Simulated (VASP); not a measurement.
Write the native input for VASP 6.6.1 that does the following.

```yaml
Task: single point
Functional: LDA
Potentials_or_basis: VASP PAW LDA potentials, release 64 (Hg, Te)
Cutoff: 520 eV
k_mesh: 11 × 11 × 11
Occupations: fermi-dirac, width 0.03 eV
Spin: no spin polarisation
Dipole_correction: no
Further_INCAR_settings: ALGO = Normal; EDIFF = 1e-06; NBANDS = 16
```

The structure of HgTe lies in POSCAR:

```
HgTe
1.0
    0.0000000000      3.1688538499      3.1688538499
    3.1688538499      0.0000000000      3.1688538499
    3.1688538499      3.1688538499      0.0000000000
Hg Te
1 1
Direct
    0.0000000000      0.0000000000      0.0000000000
    0.7500000000      0.7500000000      0.7500000000
```

This cell differs from its parent crystal: volume scaled by 0.95.

One way to write it, as run:

INCAR

```
PREC     = Accurate       # precision mode
ENCUT    = 520            # plane-wave cutoff, eV
EDIFF    = 1E-6           # SCF threshold, eV
ISMEAR   = -1             # smearing method
SIGMA    = 0.03           # smearing width, eV
LREAL    = F              # projectors in reciprocal space
LASPH    = T              # aspherical terms in the spheres
NELM     = 80             # most SCF steps
ALGO     = Normal         # electronic algorithm
ISIF     = 2              # what is computed and relaxed
LWAVE    = F              # write WAVECAR
LCHARG   = F              # write CHGCAR
NBANDS   = 16             # bands
```

KPOINTS

```
Automatic mesh
0
Gamma
  11 11 11
```

Potentials or basis: VASP PAW LDA potentials, release 64 (Hg, Te).

Command:

```console
$ cat potpaw_LDA.64/Hg/POTCAR potpaw_LDA.64/Te/POTCAR > POTCAR
$ mpirun -np 1 vasp_std > vasp.out
```

It gave:

The pressure is 2.8 GPa. The band gap on the k mesh is zero (filled and empty bands touch).

Caveat: spin-orbit coupling is left out, which moves the levels of the heavy elements.

It took 56 s on 1 thread of Intel Xeon 6975P-C, with other jobs on the host, peak memory 0.21 GiB.
